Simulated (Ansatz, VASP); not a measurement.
# Two plane-wave programs on Zr

```
Zr
1.0
     3.23291    0.00000    0.00000
    -1.61645    2.79978    0.00000
     0.00000    0.00000    5.16773
Zr
2
Direct
  0.33333 0.66667 0.25000
  0.66667 0.33333 0.75000
```

Alike in both runs: functional PBE; k mesh 15 × 15 × 8; occupations gaussian, width 0.1 eV; no spin polarisation.

Ansatz relaxed the structure, and its values are those at the end. VASP's run is a single point on that final structure, the one shown.

|  | VASP | Ansatz |
| --- | --- | --- |
| version | VASP 6.6.1 | Ansatz 0.2.0 |
| potentials or method | VASP PAW PBE potentials, release 64 (Zr_sv), cutoff 520 eV | scalar-relativistic, plane waves, PAW |
| valence electrons in the cell | 24 | 24 |

|  | VASP | Ansatz | Ansatz less VASP |
| --- | --- | --- | --- |
| gap on the k mesh at the Fermi level (eV) | none | none | - |
| pressure (GPa) | 0.0 | 0.0 | -0.04 |

A gap of «none» marks a metal or a gap that the smearing closes.
